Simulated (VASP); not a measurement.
# Sb (R-3m) in VASP: further runs

Runs on Sb. Level: revPBE. Tasks: single point.

Program: VASP 6.6.1. These are calculated values, not measurements. Logs are shortened: lines on timing, memory, paths and dates and some standing lists are left out, and cuts for length are marked.

## (1) The cell of the first run

Symmetry: R-3m, No. 166, trigonal system. The conventional cell has a = 4.451 Å, b = 4.451 Å, c = 11.963 Å, α = 90.00°, β = 90.00°, γ = 120.00°. Within 3.9 Å of Sb (site symmetry 3m) lie 6 Sb at 3.00 to 3.55 Å.

## (2) Single point, revPBE (34.21 Å³/atom)

INCAR

```
  ALGO = Normal
  EDIFF = 1E-6
  ENCUT = 520
  GGA = RE
  ISIF = 2
  ISMEAR = -1
  LASPH = T
  LCHARG = F
  LREAL = F
  LWAVE = F
  NBANDS = 12
  NELM = 60
  PREC = Accurate
  SIGMA = 0.1
```

KPOINTS

```
k-points
0
Gamma
  14 14 14
```

POSCAR

```
Sb
1.0
    2.2255708158      1.2849339096      3.9877931783
   -2.2255708158      1.2849339096      3.9877931783
    0.0000000000     -2.5698678192      3.9877931783
Sb
2
Direct
    0.2311082914      0.2311082914      0.2311082914
    0.7688917086      0.7688917086      0.7688917086
```

Potentials or basis: VASP PAW PBE potentials, release 64 (Sb).

The run is started by

```
$ cat potpaw_PBE.64/Sb/POTCAR > POTCAR
$ mpirun -np 1 vasp_std > vasp.out
```

OUTCAR:

```text
EDIFF = 1E-6
   ENCUT = 520
   GGA = RE
   ISIF = 2
   ISMEAR = -1
   LASPH = T
   LREAL = F
   NELM = 60
   PREC = Accurate

 ion  position               nearest neighbor table
   1  0.231  0.231  0.231-   2 3.00   2 3.00   2 3.00   2 3.55   2 3.55   2 3.55
   2  0.769  0.769  0.769-   1 3.00   1 3.00   1 3.00   1 3.55   1 3.55   1 3.55

  LATTYP: Found a trigonal (rhomboedric) cell.
 ALAT       =     4.7441242649
 COS(alpha) =     0.5598499873

  Lattice vectors:

 A1 = (   2.2255708158,   1.2849339096,   3.9877931783)
 A2 = (  -2.2255708158,   1.2849339096,   3.9877931783)
 A3 = (   0.0000000000,  -2.5698678192,   3.9877931783)

Analysis of symmetry for initial positions (statically):
=====================================================================
 Subroutine PRICEL returns:
 Original cell was already a primitive cell.

 Routine SETGRP: Setting up the symmetry group for a
 trigonal (rhombohedral) supercell.

 Subroutine GETGRP returns: Found 12 space group operations
 (whereof 12 operations were pure point group operations)
 out of a pool of 12 trial point group operations.

The static configuration has the point symmetry D_3d.

Analysis of symmetry for dynamics (positions and initial velocities):
=====================================================================
 Subroutine PRICEL returns:
 Original cell was already a primitive cell.

 Routine SETGRP: Setting up the symmetry group for a
 trigonal (rhombohedral) supercell.

 Subroutine GETGRP returns: Found 12 space group operations
 (whereof 12 operations were pure point group operations)
 out of a pool of 12 trial point group operations.

The dynamic configuration has the point symmetry D_3d.

 Subroutine INISYM returns: Found 12 space group operations
 (whereof 12 operations are pure point group operations),
 and found     1 'primitive' translations

----------------------------------------------------------------------------------------

                                     Primitive cell

  volume of cell :      68.4236

  direct lattice vectors                    reciprocal lattice vectors
     2.225570816  1.284933910  3.987793178     0.224661465  0.129708357  0.083588421
    -2.225570816  1.284933910  3.987793178    -0.224661465  0.129708357  0.083588421
     0.000000000 -2.569867819  3.987793178     0.000000000 -0.259416715  0.083588421

  length of vectors
     4.744124265  4.744124265  4.744124265     0.272551015  0.272551015  0.272551015

  position of ions in fractional coordinates (direct lattice)
     0.231108291  0.231108291  0.231108291
     0.768891709  0.768891709  0.768891709

  ion indices of the primitive-cell ions
   primitive index   ion index
                 1           1
                 2           2

----------------------------------------------------------------------------------------

 KPOINTS: k-points

Automatic generation of k-mesh.
 Grid dimensions read from file:
 generate k-points for:   14   14   14

 Generating k-lattice:

  Cartesian coordinates                     Fractional coordinates (reciprocal lattice)
     0.016047248  0.009264883  0.005970601     0.071428571  0.000000000 -0.000000000
    -0.016047248  0.009264883  0.005970601     0.000000000  0.071428571 -0.000000000
     0.000000000 -0.018529765  0.005970601    -0.000000000 -0.000000000  0.071428571

  Length of vectors
     0.019467930  0.019467930  0.019467930

  Shift w.r.t. Gamma in fractional coordinates (k-lattice)
     0.000000000  0.000000000  0.000000000

 Subroutine IBZKPT returns following result:
 ===========================================

 Found    288 irreducible k-points:

 Following reciprocal coordinates:
            Coordinates               Weight
  0.000000  0.000000  0.000000      1.000000
  0.071429 -0.000000  0.000000      6.000000
  0.142857 -0.000000  0.000000      6.000000
  0.214286  0.000000  0.000000      6.000000
  0.285714 -0.000000  0.000000      6.000000
  0.357143 -0.000000  0.000000      6.000000
[... 16 lines left out ...]
  0.214286  0.142857  0.000000     12.000000
  0.285714  0.142857  0.000000     12.000000
 [... further k-points ...]
   k-points           NKPTS =    288   k-points in BZ     NKDIM =    288   number of bands    NBANDS=     12
   number of dos      NEDOS =    301   number of ions     NIONS =      2
   total plane-waves  NPLWV =  46656
   dimension x,y,z NGX =    36 NGY =   36 NGZ =   36
   dimension x,y,z NGXF=    72 NGYF=   72 NGZF=   72
   ions per type =               2
   NGX,Y,Z   is equivalent  to a cutoff of  12.62, 12.62, 12.62 a.u.
   NGXF,Y,Z  is equivalent  to a cutoff of  25.23, 25.23, 25.23 a.u.
 SYSTEM =  unknown system
   PREC   = accura    normal or accurate (medium, high low for compatibility)
   ISTART =      0    job   : 0-new  1-cont  2-samecut
   ICHARG =      2    charge: 1-file 2-atom 10-const
   ISPIN  =      1    spin polarized calculation?
   LNONCOLLINEAR =      F non collinear calculations
   LSORBIT =      F    spin-orbit coupling
   LASPH  =      T    aspherical Exc in radial PAW
   ENCUT  =  520.0 eV  38.22 Ry    6.18 a.u.   8.82  8.82  8.82*2*pi/ulx,y,z
   NELM   =     60;   NELMIN=  2; NELMDL= -5     # of ELM steps
   EDIFF  = 0.1E-05   stopping-criterion for ELM
   LREAL  =      F    real-space projection
[... 7 lines left out ...]
   TEBEG  =    0.0;   TEEND  =   0.0 temperature during run
   PSTRESS=    0.0 pullay stress
   NELECT =      10.0000    total number of electrons
   NUPDOWN=      -1.0000    fix difference up-down
   EMIN   =  10.00;   EMAX   =-10.00  energy-range for DOS
   EFERMI =   0.00;   METHOD = LEGACY
   ISMEAR =    -1;   SIGMA  =   0.10  broadening in eV -4-tet -1-fermi 0-gaus
   EFERMI_NEDOS =   21; number of points for ismear=-14 and -15
   IALGO  =     38    algorithm
   IMIX   =      4    mixing-type and parameters
     AMIX     =   0.40;   BMIX     =  1.00
     AMIX_MAG =   1.60;   BMIX_MAG =  1.00
  volume/ion in A,a.u.               =      34.21       230.87
  Fermi-wavevector in a.u.,A,eV,Ry     =   0.862329  1.629565 10.117437  0.743611
  Thomas-Fermi vector in A             =   1.980114
   LORBIT       =      0    0 simple, 1 ext, 2 COOP (PROOUT), +10 PAW based schemes
   GGA     = RE    functional components
   LHFCALC =     F    Hartree Fock is set to
   AEXX    =    0.0000 exact exchange contribution
   IVDW    =     0    specifies the selected vdW correction
   LEPSILON=     F    determine dielectric tensor
   LRPA    =     F    only Hartree local field effects (RPA)
 non-spin polarized calculation
  energy-cutoff  :      520.00
  volume of cell :       68.42
 maximum number of plane-waves:      1870
   NGX = 17   NGY = 17   NGZ = 17

 number of electron      10.0000000 magnetization

 Free energy of the ion-electron system (eV)
  ---------------------------------------------------
  ext. energy  EPLUGINS =         0.00000000
  ---------------------------------------------------
  free energy    TOTEN  =        -7.64367221 eV

  energy without entropy =       -7.63414063  energy(sigma->0) =       -7.63890642

 E-fermi :   5.8974     XC(G=0):  -8.9213

 val. band max:        5.8888577300   @ k =   0.3571   0.2143   0.2143
 cond. band min:       5.9793722234   @ k =   0.4286   0.0000   0.0000
 fundamental gap:      0.0905144934
 Fermi energy:         5.8974049520

 k-point     1 :       0.0000    0.0000    0.0000
  band No.  band energies     occupation
      1      -5.9676      2.00000
      2       0.5322      2.00000
      3       4.0552      2.00000
      4       4.3431      2.00000
      5       4.3431      2.00000
      6       7.6767      0.00000
      7       8.3223      0.00000
      8       8.3223      0.00000
      9      11.2409      0.00000
     10      11.2409      0.00000
     11      11.3392      0.00000
     12      12.7386      0.00000

 k-point     2 :       0.0714   -0.0000    0.0000
  band No.  band energies     occupation
      1      -5.9178      2.00000
      2       0.3669      2.00000
      3       4.0822      2.00000
      4       4.3238      2.00000
      5       4.3552      2.00000
      6       7.6911      0.00000
      7       8.1775      0.00000
      8       8.2317      0.00000
      9      10.9513      0.00000
     10      11.1819      0.00000
     11      11.2259      0.00000
     12      13.0569      0.00000

 k-point     3 :       0.1429   -0.0000    0.0000
  band No.  band energies     occupation
      1      -5.7690      2.00000
      2      -0.0776      2.00000
      3       4.0875      2.00000
      4       4.2729      2.00000
      5       4.4556      2.00000
      6       7.5897      0.00000
      7       7.8639      0.00000
      8       7.9782      0.00000
      9      10.6467      0.00000
     10      11.0582      0.00000
     11      11.3510      0.00000
     12      13.8150      0.00000
[... 286 lines left out ...]
 k-point    23 :       0.2143    0.1429    0.0000
  band No.  band energies     occupation
      1      -5.5527      2.00000
      2      -0.5148      2.00000
      3       3.4515      2.00000
      4       3.7929      2.00000
      5       5.2033      1.99807
      6       6.6785      0.00081
      7       8.0898      0.00000
      8       8.6570      0.00000
      9      10.2888      0.00000
     10      11.7846      0.00000
     11      12.2625      0.00000
     12      13.3740      0.00000

 k-point    24 :       0.2857    0.1429    0.0000
  band No.  band energies     occupation
      1      -5.2896      2.00000
      2      -1.0322      2.00000
      3       3.3147      2.00000
      4       3.6414      2.00000
      5       4.9457      1.99985
      6       6.8603      0.00013
      7       8.1266      0.00000
      8       8.3803      0.00000
      9      10.1151      0.00000
     10      12.2596      0.00000
     11      12.7498      0.00000
     12      14.1298      0.00000

 [... further k-points ...]

------------------------ aborting loop because EDIFF is reached ----------------------------------------

  FORCE on cell =-STRESS in cart. coord.  units (eV):
  Direction    XX          YY          ZZ          XY          YZ          ZX
  --------------------------------------------------------------------------------------
  -------------------------------------------------------------------------------------
  Total       -0.7717148     -0.7717148     -0.5640311      0.0000000      0.0000000      0.0000000
  in kB      -18.0701326    -18.0701326    -13.2071021      0.0000000      0.0000000      0.0000000
  external PRESSURE =     -16.4491225 kB  Pullay stress =       0.0000000 kB

 VOLUME and BASIS-vectors are now :
 -----------------------------------------------------------------------------
  energy-cutoff  :      520.00
  volume of cell :       68.42
      direct lattice vectors                 reciprocal lattice vectors
     2.225570816  1.284933910  3.987793178     0.224661465  0.129708357  0.083588421
    -2.225570816  1.284933910  3.987793178    -0.224661465  0.129708357  0.083588421
     0.000000000 -2.569867819  3.987793178     0.000000000 -0.259416715  0.083588421

 POSITION                                       TOTAL-FORCE (eV/Angst)
 -----------------------------------------------------------------------------------
      0.00000      0.00000      2.76484         0.000000      0.000000     -0.160261
      0.00000      0.00000      9.19854         0.000000     -0.000000      0.160261
 -----------------------------------------------------------------------------------
    total drift:                               -0.000000      0.000000     -0.000000

  FREE ENERGIE OF THE ION-ELECTRON SYSTEM (eV)
  ---------------------------------------------------
  free  energy   TOTEN  =        -7.6436722074 eV

  energy  without entropy=       -7.6341406335  energy(sigma->0) =       -7.63890642
```

It used 120 s of CPU time on 1 thread of Intel(R) Xeon(R) Platinum 8488C (Sapphire Rapids) (shared host).

What came out:

| Item | Value |
| --- | --- |
| Free energy | -7.6437 eV |
| Pressure | -1.6 GPa |
| Largest force | 0.160 eV/Å |
| Band gap on the k mesh | zero (bands 5 and 6 overlap by 0.19 eV) |

Forces in eV/Å, atoms in the order of the input:
```
Sb   0.000  0.000 -0.160
Sb   0.000  0.000  0.160
```

Caveat: the PAW data sets were made with another functional, which shifts forces and pressure a little; spin-orbit coupling is left out, which moves the levels of the heavy elements.

[end of part 1 of 2]

The gap in the log of VASP goes by the Fermi energy; the results here count the filled bands.